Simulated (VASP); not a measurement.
# Al3GaN4 (Pm) in VASP: notebook

Al3GaN4 is run at these levels: r2SCAN; tasks: single point.

Program: VASP 6.6.1. These are calculated values, not measurements. Logs are shortened: lines on timing, memory, paths and dates and some standing lists are left out, and cuts for length are marked.

## Step 1: The cell of the first run

Symmetry: Pm, No. 6, monoclinic system. The conventional cell has a = 5.038 Å, b = 3.125 Å, c = 13.821 Å, α = 90.00°, β = 90.03°, γ = 90.00°. Within 2.5 Å of Al (site symmetry m) lie 4 N at 1.88 to 1.90 Å. Within 2.5 Å of Al (site symmetry m) lie 4 N at 1.88 to 1.90 Å. Within 2.5 Å of Al (site symmetry m) lie 4 N at 1.89 to 1.90 Å. Within 2.5 Å of Al (site symmetry m) lie 4 N at 1.89 to 1.90 Å. Within 2.5 Å of Al (site symmetry m) lie 3 N at 1.90 Å. Within 2.5 Å of Al (site symmetry m) lie 4 N at 1.89 to 1.90 Å. Within 2.6 Å of Ga (site symmetry m) lie 3 N at 1.93 to 1.96 Å. Ga (site symmetry m) has 4 N at 1.93 to 1.96 Å within 2.6 Å.

## Step 2: Single point, r2SCAN (the distance across one plane changed)

The input, POSCAR:

```
Al3GaN4
1.0
   -5.0380822009      0.0000000000     -0.0000609628
    0.0000000000     -3.1249488261      0.0000000000
   -0.0066177859      0.0000000000     13.8207859609
Al Ga N
6 2 8
Direct
    0.5000101728      0.5000000000      0.6531073287
    0.4998712127      0.5000000000      0.2616395059
    0.9993783201      0.5000000000      0.1315339467
    0.9995172802      0.5000000000      0.5230017695
    0.9992503524      1.0000000000      0.7174604850
    0.9991113924      1.0000000000      0.3259926622
    0.5005285612      1.0000000000      0.0654943144
    0.5006675213      1.0000000000      0.4569621372
    0.8893162856      1.0000000000      0.0655383733
    0.8894552456      1.0000000000      0.4570061961
    0.8775562280      0.5000000000      0.6530592631
    0.8774172680      0.5000000000      0.2615914403
    0.3746338946      0.5000000000      0.1337962664
    0.3747728546      0.5000000000      0.5252640892
    0.3768400884      1.0000000000      0.7151979128
    0.3767011284      1.0000000000      0.3237300900
```

The input, INCAR.step1:

```
SYSTEM = Al3GaN4
ALGO = Normal ; EDIFF = 1E-4
ENCUT = 520 ; GGA = PE
ISMEAR = 0 ; LASPH = .True.
LCHARG = .False. ; LREAL = Auto
LWAVE = .True. ; NBANDS = 56
NELM = 80 ; PREC = Accurate
SIGMA = 0.05
```

The input, INCAR.step2:

```
SYSTEM = Al3GaN4
ALGO = Normal ; EDIFF = 1E-6
ENCUT = 520 ; ISIF = 2
ISMEAR = 0 ; ISTART = 1
LASPH = .True. ; LCHARG = .False.
LMIXTAU = .True. ; LREAL = Auto
LWAVE = .False. ; METAGGA = R2SCAN
NBANDS = 56 ; NELM = 80
PREC = Accurate ; SIGMA = 0.05
```

The input, KPOINTS:

```
k-points
0
Gamma
  5 7 2
  0 0 0
```

Potentials or basis: VASP PAW PBE potentials, release 64 (Al, Ga_d, N).

Run with:

```console
> cat potpaw_PBE.64/Al/POTCAR potpaw_PBE.64/Ga_d/POTCAR potpaw_PBE.64/N/POTCAR > POTCAR
> cp INCAR.step1 INCAR
> mpirun -np 1 vasp_std > vasp.out
> cp INCAR.step2 INCAR
> mpirun -np 1 vasp_std > vasp.out
```

OUTCAR:

```text
SYSTEM = Al3GaN4
   EDIFF = 1E-6
   ENCUT = 520
   ISIF = 2
   ISMEAR = 0
   ISTART = 1
   LASPH = .True.
   LREAL = Auto
   METAGGA = R2SCAN
   NELM = 80
   PREC = Accurate

 ion  position               nearest neighbor table
   1  0.500  0.500  0.653-  14 1.88  15 1.89  15 1.89  11 1.90   5 3.09   5 3.09   4 3.09   5 3.10
                             5 3.10   4 3.10   8 3.13   8 3.13
   2  0.500  0.500  0.262-  13 1.88  16 1.89  16 1.89  12 1.90   6 3.09   6 3.09   3 3.09   6 3.10
                             6 3.10   3 3.10   8 3.12   8 3.12   7 3.13   7 3.13
   3  0.999  0.500  0.132-  13 1.89   9 1.89   9 1.89  12 1.90   2 3.09   7 3.10   7 3.10   2 3.10
                             7 3.11   7 3.11   6 3.11   6 3.11
   4  1.000  0.500  0.523-  14 1.89  10 1.89  10 1.89  11 1.90   1 3.09   8 3.10   8 3.10   1 3.10
                             8 3.11   8 3.11   5 3.11   5 3.11   6 3.14   6 3.14
   5  0.999  0.000  0.717-  11 1.90  11 1.90  15 1.90   1 3.09   1 3.09   1 3.10   1 3.10   4 3.11
                             4 3.11
   6  0.999  0.000  0.326-  10 1.89  12 1.90  12 1.90  16 1.90   2 3.09   2 3.09   8 3.09   2 3.10
                             2 3.10   3 3.11   3 3.11   8 3.11   4 3.14   4 3.14
   7  0.501  0.000  0.065-  13 1.93  13 1.93   9 1.96   3 3.10   3 3.10   3 3.11   3 3.11   2 3.13
                             2 3.13
   8  0.501  0.000  0.457-  14 1.93  14 1.93  16 1.94  10 1.96   6 3.09   4 3.10   4 3.10   4 3.11
                             4 3.11   6 3.11   2 3.12   2 3.12   1 3.13   1 3.13
   9  0.889  0.000  0.066-   3 1.89   3 1.89   7 1.96
  10  0.889  0.000  0.457-   4 1.89   4 1.89   6 1.89   8 1.96
  11  0.878  0.500  0.653-   4 1.90   5 1.90   5 1.90   1 1.90
  12  0.877  0.500  0.262-   3 1.90   6 1.90   6 1.90   2 1.90
  13  0.375  0.500  0.134-   2 1.88   3 1.89   7 1.93   7 1.93
  14  0.375  0.500  0.525-   1 1.88   4 1.89   8 1.93   8 1.93
  15  0.377  0.000  0.715-   1 1.89   1 1.89   5 1.90
  16  0.377  0.000  0.324-   2 1.89   2 1.89   6 1.90   8 1.94

  LATTYP: Found a simple monoclinic cell.
 ALAT       =     5.0380822013
 B/A-ratio  =     0.6202655497
 C/A-ratio  =     2.7432636057
 COS(beta)  =    -0.0004667280

  Lattice vectors:

 A1 = (  -5.0380822009,   0.0000000000,  -0.0000609628)
 A2 = (   0.0000000000,   3.1249488261,   0.0000000000)
 A3 = (   0.0066177859,   0.0000000000, -13.8207859609)

Analysis of symmetry for initial positions (statically):
=====================================================================
 Subroutine PRICEL returns:
 Original cell was already a primitive cell.

 Routine SETGRP: Setting up the symmetry group for a
 simple monoclinic supercell.

 Subroutine GETGRP returns: Found  2 space group operations
 (whereof  2 operations were pure point group operations)
 out of a pool of  4 trial point group operations.

The static configuration has the point symmetry C_1h.

Analysis of symmetry for dynamics (positions and initial velocities):
=====================================================================
 Subroutine PRICEL returns:
 Original cell was already a primitive cell.

 Routine SETGRP: Setting up the symmetry group for a
 simple monoclinic supercell.

 Subroutine GETGRP returns: Found  2 space group operations
 (whereof  2 operations were pure point group operations)
 out of a pool of  4 trial point group operations.

The dynamic configuration has the point symmetry C_1h.

 Subroutine INISYM returns: Found  2 space group operations
 (whereof  2 operations are pure point group operations),
 and found     1 'primitive' translations

----------------------------------------------------------------------------------------

                                     Primitive cell

  volume of cell :     217.5910

  direct lattice vectors                    reciprocal lattice vectors
    -5.038082201  0.000000000 -0.000060963    -0.198488225  0.000000000 -0.000095042
     0.000000000 -3.124948826  0.000000000     0.000000000 -0.320005240  0.000000000
    -0.006617786  0.000000000 13.820785961    -0.000000876  0.000000000  0.072354785

  length of vectors
     5.038082201  3.124948826 13.820787545     0.198488248  0.320005240  0.072354785

  position of ions in fractional coordinates (direct lattice)
     0.500010173  0.500000000  0.653107329
     0.499871213  0.500000000  0.261639506
     0.999378320  0.500000000  0.131533947
     0.999517280  0.500000000  0.523001769
     0.999250352  0.000000000  0.717460485
     0.999111392  0.000000000  0.325992662
[... 8 lines left out ...]
     0.376840088  0.000000000  0.715197913
     0.376701128  0.000000000  0.323730090

  ion indices of the primitive-cell ions
   primitive index   ion index
                 1           1
                 2           2
                 3           3
                 4           4
                 5           5
                 6           6
[... 8 lines left out ...]
                15          15
                16          16

----------------------------------------------------------------------------------------

 KPOINTS: k-points

Automatic generation of k-mesh.
 Grid dimensions read from file:
 generate k-points for:    5    7    2

 Generating k-lattice:

  Cartesian coordinates                     Fractional coordinates (reciprocal lattice)
    -0.039697645  0.000000000 -0.000019008     0.200000000  0.000000000  0.000000000
     0.000000000 -0.045715034  0.000000000     0.000000000  0.142857143  0.000000000
    -0.000000438  0.000000000  0.036177392     0.000000000  0.000000000  0.500000000

  Length of vectors
     0.039697650  0.045715034  0.036177392

  Shift w.r.t. Gamma in fractional coordinates (k-lattice)
     0.000000000  0.000000000  0.000000000

 Subroutine IBZKPT returns following result:
 ===========================================

 Found     24 irreducible k-points:

 Following reciprocal coordinates:
            Coordinates               Weight
  0.000000  0.000000  0.000000      1.000000
  0.200000  0.000000  0.000000      2.000000
  0.400000  0.000000 -0.000000      2.000000
  0.000000  0.142857  0.000000      2.000000
  0.200000  0.142857  0.000000      4.000000
  0.400000  0.142857 -0.000000      4.000000
[... 16 lines left out ...]
  0.200000  0.428571  0.500000      4.000000
  0.400000  0.428571  0.500000      4.000000
   k-points           NKPTS =     24   k-points in BZ     NKDIM =     24   number of bands    NBANDS=     56
   number of dos      NEDOS =    301   number of ions     NIONS =     16
   total plane-waves  NPLWV = 103680
   dimension x,y,z NGX =    40 NGY =   24 NGZ =  108
   dimension x,y,z NGXF=    80 NGYF=   48 NGZF=  216
   ions per type =               6   2   8
   NGX,Y,Z   is equivalent  to a cutoff of  13.20, 12.77, 12.99 a.u.
   NGXF,Y,Z  is equivalent  to a cutoff of  26.40, 25.54, 25.98 a.u.
 SYSTEM =  Al3GaN4
   PREC   = accura    normal or accurate (medium, high low for compatibility)
   ISTART =      1    job   : 0-new  1-cont  2-samecut
   ICHARG =      0    charge: 1-file 2-atom 10-const
   ISPIN  =      1    spin polarized calculation?
   LNONCOLLINEAR =      F non collinear calculations
   LSORBIT =      F    spin-orbit coupling
   LASPH  =      T    aspherical Exc in radial PAW
   ENCUT  =  520.0 eV  38.22 Ry    6.18 a.u.   9.37  5.81 25.70*2*pi/ulx,y,z
   NELM   =     80;   NELMIN=  2; NELMDL=  0     # of ELM steps
   EDIFF  = 0.1E-05   stopping-criterion for ELM
   LREAL  =      T    real-space projection
   EDIFFG = 0.1E-04   stopping-criterion for IOM
   NSW    =      0    number of steps for IOM
   IBRION =     -1    ionic relax: 0-MD 1-quasi-New 2-CG
   NFREE  =      0    steps in history (QN), initial steepest desc. (CG)
   ISIF   =      2    stress and relaxation
   ISYM   =      2    0-nonsym 1-usesym 2-fastsym
   POTIM  = 0.5000    time-step for ionic-motion
   TEBEG  =    0.0;   TEEND  =   0.0 temperature during run
   PSTRESS=    0.0 pullay stress
   NELECT =      84.0000    total number of electrons
   NUPDOWN=      -1.0000    fix difference up-down
   EMIN   =  10.00;   EMAX   =-10.00  energy-range for DOS
   EFERMI =   0.00;   METHOD = LEGACY
   ISMEAR =     0;   SIGMA  =   0.05  broadening in eV -4-tet -1-fermi 0-gaus
   EFERMI_NEDOS =   21; number of points for ismear=-14 and -15
   IALGO  =     38    algorithm
   IMIX   =      4    mixing-type and parameters
     AMIX     =   0.40;   BMIX     =  1.00
     AMIX_MAG =   1.60;   BMIX_MAG =  1.00
  volume/ion in A,a.u.               =      13.60        91.77
  Fermi-wavevector in a.u.,A,eV,Ry     =   1.192031  2.252612 19.333041  1.420938
  Thomas-Fermi vector in A             =   2.328079
   LORBIT       =      0    0 simple, 1 ext, 2 COOP (PROOUT), +10 PAW based schemes
   METAGGA = R2SCAN    functional components
   LHFCALC =     F    Hartree Fock is set to
   AEXX    =    0.0000 exact exchange contribution
   IVDW    =     0    specifies the selected vdW correction
   LEPSILON=     F    determine dielectric tensor
   LRPA    =     F    only Hartree local field effects (RPA)
 non-spin polarized calculation
 Gauss-broadening in eV      SIGMA  =   0.05
  energy-cutoff  :      520.00
  volume of cell :      217.59
 maximum number of plane-waves:      5906
 NGX is ok and might be reduce to    40
   NGX = 19   NGY = 11   NGZ = 51

 number of electron      83.9999989 magnetization

 Free energy of the ion-electron system (eV)
  ---------------------------------------------------
  ext. energy  EPLUGINS =         0.00000000
  ---------------------------------------------------
  free energy    TOTEN  =      -153.86568675 eV

  energy without entropy =     -153.86568675  energy(sigma->0) =     -153.86568675

 E-fermi :   3.9992     XC(G=0): -10.0629

 val. band max:        3.7814473089   @ k =   0.4000   0.4286   0.5000
 cond. band min:       5.1064076472   @ k =   0.0000   0.0000   0.0000
 fundamental gap:      1.3249603383
 Fermi energy:         3.9992108573

 k-point     1 :       0.0000    0.0000    0.0000
  band No.  band energies     occupation
      1     -12.9727      2.00000
      2     -12.6335      2.00000
      3     -12.0232      2.00000
      4     -11.5532      2.00000
      5     -11.4525      2.00000
      6     -11.2720      2.00000
[... 46 lines left out ...]
     53      11.6433      0.00000
     54      11.7898      0.00000

 k-point     2 :       0.2000    0.0000    0.0000
  band No.  band energies     occupation
      1     -12.8648      2.00000
      2     -12.5424      2.00000
      3     -11.9618      2.00000
      4     -11.5802      2.00000
      5     -11.4812      2.00000
      6     -11.2446      2.00000
[... 46 lines left out ...]
     53      12.0420      0.00000
     54      12.3730      0.00000

 k-point     3 :       0.4000    0.0000   -0.0000
  band No.  band energies     occupation
      1     -12.6630      2.00000
      2     -12.2849      2.00000
      3     -11.8698      2.00000
      4     -11.7637      2.00000
      5     -11.5387      2.00000
      6     -11.2196      2.00000
[... 46 lines left out ...]
     53      12.1854      0.00000
     54      12.4100      0.00000
[... 1084 lines left out ...]
 k-point    23 :       0.2000    0.4286    0.5000
  band No.  band energies     occupation
      1     -12.3281      2.00000
      2     -11.7240      2.00000
      3     -11.4722      2.00000
      4     -11.1873      2.00000
      5     -11.0598      2.00000
      6     -11.0231      2.00000
[... 46 lines left out ...]
     53      11.7028      0.00000
     54      11.9926      0.00000

 k-point    24 :       0.4000    0.4286    0.5000
  band No.  band energies     occupation
      1     -12.3032      2.00000
      2     -11.6324      2.00000
      3     -11.3771      2.00000
      4     -11.2036      2.00000
      5     -11.0446      2.00000
      6     -11.0206      2.00000
[... 46 lines left out ...]
     53      12.0080      0.00000
     54      12.1746      0.00000
 [bands above 54 left out]

------------------------ aborting loop because EDIFF is reached ----------------------------------------

  FORCE on cell =-STRESS in cart. coord.  units (eV):
  Direction    XX          YY          ZZ          XY          YZ          ZX
  --------------------------------------------------------------------------------------
  -------------------------------------------------------------------------------------
  Total       -9.2363458     -0.7080350     -3.6633896      0.0000000      0.0000000      0.0934426
  in kB      -68.0095440     -5.2134404    -26.9744615      0.0000000      0.0000000      0.6880413
  external PRESSURE =     -33.3991486 kB  Pullay stress =       0.0000000 kB

 VOLUME and BASIS-vectors are now :
 -----------------------------------------------------------------------------
  energy-cutoff  :      520.00
  volume of cell :      217.59
      direct lattice vectors                 reciprocal lattice vectors
    -5.038082201  0.000000000 -0.000060963    -0.198488225  0.000000000 -0.000095042
     0.000000000 -3.124948826  0.000000000     0.000000000 -0.320005240  0.000000000
    -0.006617786  0.000000000 13.820785961    -0.000000876  0.000000000  0.072354785

 POSITION                                       TOTAL-FORCE (eV/Angst)
 -----------------------------------------------------------------------------------
     -2.52341     -1.56247      9.02643         1.213962      0.000000      1.797068
     -2.52012     -1.56247      3.61603        -0.455974      0.000000      0.357189
     -5.03582     -1.56247      1.81784         1.122001      0.000000     -1.601912
     -5.03911     -1.56247      7.22823        -0.461034      0.000000     -0.187681
     -5.03905      0.00000      9.91581        -2.069234      0.000000     -2.127023
     -5.03576      0.00000      4.50541         0.125901      0.000000     -0.129469
[... 8 lines left out ...]
     -1.90328      0.00000      9.88457         0.970703      0.000000     -0.298171
     -1.89999      0.00000      4.47418         0.056618      0.000000     -0.420589
 -----------------------------------------------------------------------------------
    total drift:                                0.103032      0.000000     -0.002877

  FREE ENERGIE OF THE ION-ELECTRON SYSTEM (eV)
  ---------------------------------------------------
  free  energy   TOTEN  =      -153.8656867471 eV

  energy  without entropy=     -153.8656867471  energy(sigma->0) =     -153.86568675
```

Run time: 43 min. Hardware: 1 thread of Oxide Virtual Turin-like, shared host; peak memory 0.41 GiB.

Results:

```yaml
Free_energy: -153.8657 eV
Pressure: -3.3 GPa
Largest_force: 2.967 eV/Å
Band_gap_on_the_k_mesh: 1.32 eV (least direct gap 1.44 eV)
```

Forces in eV/Å, atoms in the order of the input:
```
Al   1.214  0.000  1.797
Al  -0.456  0.000  0.357
Al   1.122  0.000 -1.602
Al  -0.461  0.000 -0.188
Al  -2.069  0.000 -2.127
Al   0.126  0.000 -0.129
Ga  -2.085  0.000  1.416
Ga   0.127  0.000  0.189
N    0.901  0.000  0.589
N   -0.053  0.000  0.247
N    0.300  0.000  1.250
N   -0.081  0.000  0.517
N    0.473  0.000 -1.086
N   -0.086  0.000 -0.511
N    0.971  0.000 -0.298
N    0.057  0.000 -0.421
```

Caveat: the cell differs from its parent crystal (the distance across one plane changed); the stress differs along the axes, from -7 to -1 GPa; the PAW data sets were made with another functional, which shifts forces and pressure a little. A k mesh can miss the band edges.

(Continued in part 2 of 2.)
